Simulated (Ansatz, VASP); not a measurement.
## Co in VASP and in Ansatz

File INCAR:

```
  ALGO = Normal
  EDIFF = 1E-6
  ENCUT = 520
  GGA = PE
  ISIF = 2
  ISMEAR = -1
  ISPIN = 2
  LASPH = T
  LCHARG = F
  LMAXMIX = 4
  LORBIT = 11
  LREAL = F
  LWAVE = F
  MAGMOM = 2
  NBANDS = 14
  NELM = 150
  PREC = Accurate
  SIGMA = 0.08
```

File KPOINTS:

```
k-points
0
Gamma
  16 16 16
```

POSCAR

```
Co
1.0
    0.0000000000      1.7957000000      1.7957000000
    1.7957000000      0.0000000000      1.7957000000
    1.7957000000      1.7957000000      0.0000000000
Co
1
Direct
    0.0000000000      0.0000000000      0.0000000000
```

Input for Ansatz:

```yaml
crystal:
  lattice:
    - [0.0, 1.7957, 1.7957]
    - [1.7957, 0.0, 1.7957]
    - [1.7957, 1.7957, 0.0]
  atoms:
    - { symbol: Co, position: [0.0, 0.0, 0.0], spin: 2.0 }
magnetization:
  spin_polarized: true
kpoints:
  mp_grid: { grid: [16, 16, 16] }
  band_path:
    path:
      - [0.0, 0.0, 0.0]
      - [0.5, 0.0, 0.5]
      - [0.625, 0.25, 0.625]
      - [0.375, 0.375, 0.75]
      - [0.0, 0.0, 0.0]
      - [0.5, 0.5, 0.5]
      - [0.5, 0.25, 0.75]
      - [0.5, 0.0, 0.5]
    npoints: 5
scf:
  occupations: { method: fermi_dirac, width: 0.08 }
hamiltonian:
  xc: pbe
  pseudopotentials:
    kind: all_electron
    lapw: { basis_error: 0.001 }
    relativity: none
output:
  forces: true
  stress: true
  eigenvalues: true
```

Alike in both runs: task single point; functional PBE; k mesh 16 × 16 × 16; occupations fermi-dirac, width 0.08 eV; collinear spin.

```csv
,VASP,Ansatz
version,VASP 6.6.1,Ansatz 0.2.0
potentials or method,"VASP PAW PBE potentials, release 64 (Co), cutoff 520 eV","all-electron LAPW, non-relativistic"
```

Ansatz gave:

```
pressure (GPa)                                                : -7.3
net moment per atom (μB)                                      : 1.68
size of the moment on the site where the two differ most (μB) : 1.73
```

**Question.** Estimate VASP's values.

**Answer.** Pressure (GPa): -10.9; net moment per atom (μB): 1.69; size of the moment on the site where the two differ most (μB): 1.72.

Site moments also hang on the region over which each program counts them. Ansatz ran all-electron here, and VASP with PAW potentials.
